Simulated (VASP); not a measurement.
# SiMo3 (P6_3/mmc) in VASP: notebook, part 2 of 2

VASP 6.6.1.

## Step 3: Single point, PBE

INCAR

```
PREC = Accurate
ENCUT = 500
EDIFF = 1E-6
ISMEAR = 0
SIGMA = 0.2
LREAL = F
LASPH = T
NELM = 120
ALGO = Normal
ISIF = 2
LWAVE = F
LCHARG = T
GGA = PE
LELF = T
LVHAR = T
NBANDS = 56
GGA_COMPAT = F
```

KPOINTS

```
Automatic mesh
0
Gamma
  3 3 4
```

POSCAR

```
SiMo3
1.0
    5.4290052338      0.0000000027      0.0000000000
   -2.7145026192      4.7016564484      0.0000000000
    0.0000000000      0.0000000000      4.6975505584
Si Mo
2 6
Direct
    0.3333333333      0.6666666667      0.2500000000
    0.6666666667      0.3333333333      0.7500000000
    0.8324970737      0.6649941475      0.2500000000
    0.1675029263      0.8324970737      0.7500000000
    0.6649941475      0.8324970737      0.7500000000
    0.3350058525      0.1675029263      0.2500000000
    0.8324970737      0.1675029263      0.2500000000
    0.1675029263      0.3350058525      0.7500000000
```

Potentials or basis: VASP PAW PBE potentials, release 64 (Si, Mo_sv).

Started as:

```sh
$ cat potpaw_PBE.64/Si/POTCAR potpaw_PBE.64/Mo_sv/POTCAR > POTCAR
$ mpirun -np 1 vasp_std > vasp.out
```

OUTCAR:

```text
PREC = Accurate
   ENCUT = 500
   EDIFF = 1E-6
   ISMEAR = 0
   LREAL = F
   LASPH = T
   NELM = 120
   ISIF = 2
   GGA = PE

 ion  position               nearest neighbor table
   1  0.333  0.667  0.250-   6 2.71   6 2.71   3 2.71   3 2.71   7 2.71   7 2.71   4 2.82   4 2.82
                             8 2.82   8 2.82   5 2.82   5 2.82
   2  0.667  0.333  0.750-   5 2.71   5 2.71   8 2.71   8 2.71   4 2.71   4 2.71   7 2.82   7 2.82
                             3 2.82   3 2.82   6 2.82   6 2.82
   3  0.832  0.665  0.250-   7 2.70   6 2.70   1 2.71   1 2.71   7 2.73   6 2.73   2 2.82   2 2.82
                             5 2.83   5 2.83   4 2.83   4 2.83
   4  0.168  0.832  0.750-   8 2.70   5 2.70   2 2.71   2 2.71   8 2.73   5 2.73   1 2.82   1 2.82
                             6 2.83   6 2.83   3 2.83   3 2.83
   5  0.665  0.832  0.750-   4 2.70   8 2.70   2 2.71   2 2.71   4 2.73   8 2.73   1 2.82   1 2.82
                             3 2.83   3 2.83   7 2.83   7 2.83
   6  0.335  0.168  0.250-   7 2.70   3 2.70   1 2.71   1 2.71   7 2.73   3 2.73   2 2.82   2 2.82
                             8 2.83   8 2.83   4 2.83   4 2.83
   7  0.832  0.168  0.250-   3 2.70   6 2.70   1 2.71   1 2.71   3 2.73   6 2.73   2 2.82   2 2.82
                             5 2.83   5 2.83   8 2.83   8 2.83
   8  0.168  0.335  0.750-   4 2.70   5 2.70   2 2.71   2 2.71   4 2.73   5 2.73   1 2.82   1 2.82
                             6 2.83   6 2.83   7 2.83   7 2.83

  LATTYP: Found a hexagonal cell.
 ALAT       =     5.4290052338
 C/A-ratio  =     0.8652691158

  Lattice vectors:

 A1 = (   5.4290052338,   0.0000000027,   0.0000000000)
 A2 = (  -2.7145026192,   4.7016564484,   0.0000000000)
 A3 = (   0.0000000000,   0.0000000000,   4.6975505584)

Analysis of symmetry for initial positions (statically):
=====================================================================
 Subroutine PRICEL returns:
 Original cell was already a primitive cell.

 Routine SETGRP: Setting up the symmetry group for a
 hexagonal supercell.

 Subroutine GETGRP returns: Found 24 space group operations
 (whereof 12 operations were pure point group operations)
 out of a pool of 24 trial point group operations.

The static configuration has the point symmetry D_3d.
 The point group associated with its full space group is D_6h.

Analysis of symmetry for dynamics (positions and initial velocities):
=====================================================================
 Subroutine PRICEL returns:
 Original cell was already a primitive cell.

 Routine SETGRP: Setting up the symmetry group for a
 hexagonal supercell.

 Subroutine GETGRP returns: Found 24 space group operations
 (whereof 12 operations were pure point group operations)
 out of a pool of 24 trial point group operations.

The dynamic configuration has the point symmetry D_3d.
 The point group associated with its full space group is D_6h.

 Subroutine INISYM returns: Found 24 space group operations
 (whereof 12 operations are pure point group operations),
 and found     1 'primitive' translations

----------------------------------------------------------------------------------------

                                     Primitive cell

  volume of cell :     119.9065

  direct lattice vectors                    reciprocal lattice vectors
     5.429005234  0.000000003  0.000000000     0.184195807  0.106345499  0.000000000
    -2.714502619  4.701656448  0.000000000    -0.000000000  0.212690997  0.000000000
[... 64 lines left out ...]
   number of dos      NEDOS =    301   number of ions     NIONS =      8
   total plane-waves  NPLWV =  57600
   dimension x,y,z NGX =    40 NGY =   40 NGZ =   36
   dimension x,y,z NGXF=    80 NGYF=   80 NGZF=   72
   ions per type =               2   6
   NGX,Y,Z   is equivalent  to a cutoff of  12.25, 12.25, 12.74 a.u.
   NGXF,Y,Z  is equivalent  to a cutoff of  24.50, 24.50, 25.48 a.u.
 SYSTEM =  unknown system
   PREC   = accura    normal or accurate (medium, high low for compatibility)
   ISTART =      0    job   : 0-new  1-cont  2-samecut
   ICHARG =      2    charge: 1-file 2-atom 10-const
   ISPIN  =      1    spin polarized calculation?
   LNONCOLLINEAR =      F non collinear calculations
   LSORBIT =      F    spin-orbit coupling
   LASPH  =      T    aspherical Exc in radial PAW
   ENCUT  =  500.0 eV  36.75 Ry    6.06 a.u.   9.90  9.90  8.56*2*pi/ulx,y,z
   NELM   =    120;   NELMIN=  2; NELMDL= -5     # of ELM steps
   EDIFF  = 0.1E-05   stopping-criterion for ELM
   LREAL  =      F    real-space projection
   EDIFFG = 0.1E-04   stopping-criterion for IOM
   NSW    =      0    number of steps for IOM
   IBRION =     -1    ionic relax: 0-MD 1-quasi-New 2-CG
   NFREE  =      0    steps in history (QN), initial steepest desc. (CG)
   ISIF   =      2    stress and relaxation
   ISYM   =      2    0-nonsym 1-usesym 2-fastsym
   POTIM  = 0.5000    time-step for ionic-motion
   TEBEG  =    0.0;   TEEND  =   0.0 temperature during run
   PSTRESS=    0.0 pullay stress
   NELECT =      92.0000    total number of electrons
   NUPDOWN=      -1.0000    fix difference up-down
   EMIN   =  10.00;   EMAX   =-10.00  energy-range for DOS
   EFERMI =   0.00;   METHOD = LEGACY
   ISMEAR =     0;   SIGMA  =   0.20  broadening in eV -4-tet -1-fermi 0-gaus
   EFERMI_NEDOS =   21; number of points for ismear=-14 and -15
   IALGO  =     38    algorithm
   IMIX   =      4    mixing-type and parameters
     AMIX     =   0.40;   BMIX     =  1.00
     AMIX_MAG =   1.60;   BMIX_MAG =  1.00
  volume/ion in A,a.u.               =      14.99       101.15
  Fermi-wavevector in a.u.,A,eV,Ry     =   1.498729  2.832188 30.561269  2.246190
  Thomas-Fermi vector in A             =   2.610451
   LORBIT       =      0    0 simple, 1 ext, 2 COOP (PROOUT), +10 PAW based schemes
   GGA     = PE    functional components
   LHFCALC =     F    Hartree Fock is set to
   AEXX    =    0.0000 exact exchange contribution
   IVDW    =     0    specifies the selected vdW correction
   LEPSILON=     F    determine dielectric tensor
   LRPA    =     F    only Hartree local field effects (RPA)
 non-spin polarized calculation
 Gauss-broadening in eV      SIGMA  =   0.20
  energy-cutoff  :      500.00
  volume of cell :      119.91
 maximum number of plane-waves:      3090
 NGX is ok and might be reduce to    40
   NGX = 19   NGY = 19   NGZ = 17

 number of electron      91.9999994 magnetization

 Free energy of the ion-electron system (eV)
  ---------------------------------------------------
  ext. energy  EPLUGINS =         0.00000000
  ---------------------------------------------------
  free energy    TOTEN  =       -77.12261780 eV

  energy without entropy =      -77.00579084  energy(sigma->0) =      -77.06420432

 E-fermi :  12.2540     XC(G=0): -12.9716

 val. band max:       12.2144401445   @ k =   0.3333  -0.0000   0.5000
 cond. band min:      12.3583686171   @ k =   0.3333  -0.0000   0.2500
 fundamental gap:      0.1439284726
 Fermi energy:        12.2539947104

 k-point     1 :       0.0000    0.0000    0.0000
  band No.  band energies     occupation
      1     -48.7552      2.00000
      2     -48.6021      2.00000
      3     -48.5331      2.00000
      4     -48.5331      2.00000
      5     -48.4597      2.00000
      6     -48.4597      2.00000
[... 520 lines left out ...]
     55      14.5108      0.00000
     56      14.5245      0.00000

------------------------ aborting loop because EDIFF is reached ----------------------------------------

  FORCE on cell =-STRESS in cart. coord.  units (eV):
  Direction    XX          YY          ZZ          XY          YZ          ZX
  --------------------------------------------------------------------------------------
  -------------------------------------------------------------------------------------
  Total       -0.1246509     -0.1246509      0.2685052     -0.0000000      0.0000000      0.0000000
  in kB       -1.6655726     -1.6655726      3.5877375     -0.0000000      0.0000000      0.0000000
  external PRESSURE =       0.0855308 kB  Pullay stress =       0.0000000 kB

 VOLUME and BASIS-vectors are now :
 -----------------------------------------------------------------------------
  energy-cutoff  :      500.00
  volume of cell :      119.91
      direct lattice vectors                 reciprocal lattice vectors
     5.429005234  0.000000003  0.000000000     0.184195807  0.106345499  0.000000000
    -2.714502619  4.701656448  0.000000000    -0.000000000  0.212690997  0.000000000
     0.000000000  0.000000000  4.697550558     0.000000000  0.000000000  0.212876900

 POSITION                                       TOTAL-FORCE (eV/Angst)
 -----------------------------------------------------------------------------------
     -0.00000      3.13444      1.17439         0.000000     -0.000000     -0.000000
      2.71450      1.56722      3.52316        -0.000000     -0.000000     -0.000000
      2.71450      3.12657      1.17439         0.000000     -0.066620      0.000000
     -1.35044      3.91412      3.52316         0.057694     -0.033310     -0.000000
      1.35044      3.91412      3.52316        -0.057694     -0.033310     -0.000000
      1.36406      0.78754      1.17439         0.057694      0.033310      0.000000
      4.06494      0.78754      1.17439        -0.057694      0.033310     -0.000000
     -0.00000      1.57508      3.52316        -0.000000      0.066620     -0.000000
 -----------------------------------------------------------------------------------
    total drift:                               -0.000001      0.000001     -0.000000

  FREE ENERGIE OF THE ION-ELECTRON SYSTEM (eV)
  ---------------------------------------------------
  free  energy   TOTEN  =       -77.1226177967 eV

  energy  without entropy=      -77.0057908363  energy(sigma->0) =      -77.06420432
```

Wall time 93 s (1 thread of Intel Xeon 8259CL, shared host); peak memory 0.24 GiB.

Results:

| Quantity | Value |
| --- | --- |
| Free energy | -77.1226 eV |
| Pressure | 0.0 GPa |
| Largest force | 0.067 eV/Å |
| Band gap on the k mesh | zero (band 46 reaches 13.00 eV, above the bottom of band 47 at 12.09 eV) |

Forces on the atoms (eV/Å):
```
Si   0.000  0.000  0.000
Si   0.000  0.000  0.000
Mo   0.000 -0.067  0.000
Mo   0.058 -0.033  0.000
Mo  -0.058 -0.033  0.000
Mo   0.058  0.033  0.000
Mo  -0.058  0.033  0.000
Mo   0.000  0.067  0.000
```

Caveat: the k points lie up to 0.45 Å⁻¹ apart.
